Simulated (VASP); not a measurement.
The system is Cs2Au.

```
CELL_PARAMETERS angstrom
-2.20678 2.20678 5.41351
2.20678 -2.20678 5.41351
2.20678 2.20678 -5.41351
ATOMIC_POSITIONS crystal
Cs 0.66500 0.66500 0.00000
Cs 0.33500 0.33500 0.00000
Au 0.00000 0.00000 0.00000
```

| Property | Result |
| --- | --- |
| Program | VASP 6.6.1 |
| Task | relaxation of cell and atoms |
| Functional | PBE |
| Potentials or basis | VASP PAW PBE potentials, release 64 (Cs_sv, Au_sv_GW) |
| Cutoff | 540 eV |
| k mesh | 6 × 6 × 6 |
| Occupations | gaussian, width 0.1 eV |
| Spin | no spin polarisation |

At the start: pressure 5.2 GPa; volume 35.15 Å³/atom.

Q: Where does the relaxation end?

A: Over 29 steps the energy falls by 249.3 meV/atom and the volume is 53.36 Å³/atom (+51.8 %); space group I4/mmm (No. 139, to 0.1 Å) before and after.

Step by step:
| step | energy change (eV) | largest force (eV/Å) | pressure (GPa) | volume (Å³) |
| --- | --- | --- | --- | --- |
| 1 | 0.0000 | 0.4794 | 5.22 | 105.45 |
| 2 | -0.4055 | 0.4641 | 1.82 | 123.90 |
| 3 | -0.5146 | 0.3976 | 0.26 | 139.28 |
| 4 | -0.5217 | 0.3805 | -0.06 | 143.92 |
| 5 | -0.5220 | 0.3763 | -0.12 | 145.05 |
| 6 | -0.5386 | 0.2900 | -0.10 | 144.87 |
| 7 | -0.5535 | 0.0408 | 0.02 | 144.41 |
| 8 | -0.5538 | 0.0789 | 0.00 | 144.47 |
| 9 | -0.5618 | 0.0716 | 0.00 | 144.41 |
| 10 | -0.5837 | 0.0458 | 0.07 | 144.10 |
| 11 | -0.6199 | 0.0324 | 0.40 | 143.00 |
| 12 | -0.6256 | 0.3223 | 1.80 | 139.01 |
| 13 | -0.6268 | 0.3225 | 1.81 | 139.12 |
| 14 | -0.6303 | 0.3251 | 1.82 | 139.43 |
| 15 | -0.6363 | 0.3297 | 1.84 | 140.03 |
| 16 | -0.6423 | 0.3456 | 1.84 | 141.17 |
| 17 | -0.6502 | 0.3295 | 1.76 | 141.81 |
| 18 | -0.6718 | 0.2844 | 1.52 | 143.73 |
| 19 | -0.7059 | 0.2023 | 1.06 | 147.63 |
| 20 | -0.7363 | 0.0683 | 0.14 | 155.64 |
| 21 | -0.7364 | 0.0591 | 0.07 | 156.28 |
| 22 | -0.7386 | 0.0605 | 0.07 | 156.57 |
| 23 | -0.7435 | 0.0659 | 0.08 | 157.43 |
| 24 | -0.7462 | 0.0816 | 0.07 | 159.11 |
| 25 | -0.7464 | 0.0786 | 0.07 | 158.79 |
| 26 | -0.7471 | 0.0644 | 0.02 | 159.37 |
| 27 | -0.7475 | 0.0465 | -0.05 | 160.13 |
| 28 | -0.7475 | 0.0403 | -0.07 | 160.39 |
| 29 | -0.7479 | 0.0328 | -0.06 | 160.09 |

Final structure:
```
CELL_PARAMETERS angstrom
-2.29623 2.29623 7.59064
2.29623 -2.29623 7.59064
2.29623 2.29623 -7.59064
ATOMIC_POSITIONS crystal
Cs 0.62537 0.62537 0.00000
Cs 0.37463 0.37463 0.00000
Au 0.00000 0.00000 0.00000
```

Caveat: the volume moved by over 15 % at a fixed basis, so the end points are rough.
